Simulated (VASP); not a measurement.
# Ge2Sb2Te5: single point with PBEsol

Crystal: Ge2Sb2Te5.

```
Te Sb Ge
1.0
     4.17535   -0.00005   -0.00097
    -2.08772    3.61593    0.00097
     2.08373   -1.20304   17.60639
Te Sb Ge
5 2 2
Direct
  0.00000 0.00000 0.00000
  0.59542 0.40458 0.21438
  0.19689 0.80311 0.41116
  0.80311 0.19689 0.58884
  0.40458 0.59542 0.78562
  0.29535 0.70465 0.11427
  0.70465 0.29535 0.88573
  0.89046 0.10954 0.33019
  0.10954 0.89046 0.66981
```

```
Program                : VASP 6.6.1
Task                   : single point
Functional             : PBEsol
Potentials or basis    : VASP PAW PBE potentials, release 64 (Te, Sb, Ge_d)
Cutoff                 : 520 eV
k mesh                 : 10 × 10 × 2
Occupations            : gaussian, width 0.03 eV
Spin                   : no spin polarisation
Dipole correction      : no
Further INCAR settings : ALGO = Normal; EDIFF = 1e-07; NBANDS = 44; ISYM = 0
```

| Property | Result |
| --- | --- |
| Pressure | 0.1 GPa |
| Largest force | 0.029 eV/Å |
| Band gap on the k mesh | 0.08 eV (least direct gap 0.09 eV) |

Forces on the atoms (eV/Å):
```
Te   0.000  0.000  0.000
Te   0.000  0.000  0.029
Te   0.000  0.000  0.024
Te   0.000  0.000 -0.024
Te   0.000  0.000 -0.029
Sb   0.000  0.000 -0.025
Sb   0.000  0.000  0.025
Ge   0.000  0.000 -0.019
Ge   0.000  0.000  0.019
```

Levels at points of the mesh, in eV from the valence-band top:
```
           k point  band 31  band 32  band 33  band 34  band 35  band 36  band 37  band 38
(0.00, 0.00, 0.00)    -1.36    -1.22    -0.99     0.00     0.09     0.09     0.35     0.96
(0.50, 0.00, 0.00)    -1.72    -1.68    -1.51    -1.33     0.08     0.46     0.57     1.45
(0.00, 0.50, 0.00)    -1.72    -1.68    -1.51    -1.33     0.08     0.46     0.57     1.45
(0.50, 0.50, 0.00)    -2.24    -2.12    -1.83    -0.78     0.08     0.58     0.70     1.47
(0.00, 0.00, 0.50)    -1.42    -1.41    -0.82    -0.06     0.10     0.10     0.37     0.95
(0.50, 0.00, 0.50)    -2.24    -2.13    -1.83    -0.78     0.08     0.58     0.70     1.47
(0.00, 0.50, 0.50)    -2.24    -2.13    -1.83    -0.78     0.08     0.58     0.70     1.47
(0.50, 0.50, 0.50)    -1.72    -1.67    -1.52    -1.33     0.08     0.46     0.57     1.45
```

Wall time 13 min on 4 MPI ranks on Intel(R) Xeon(R) Platinum 8259CL CPU @ 2.50GHz (Skylake/Cascade Lake), with other jobs on the host, peak memory 1.1 GiB a rank.

Caveat: the PAW data sets were made with another functional, which shifts forces and pressure a little; spin-orbit coupling is left out, which moves the levels of the heavy elements; this functional lacks dispersion, which binds the layers, so the pressure and a relaxed spacing across them are unreliable. A k mesh can miss the band edges.
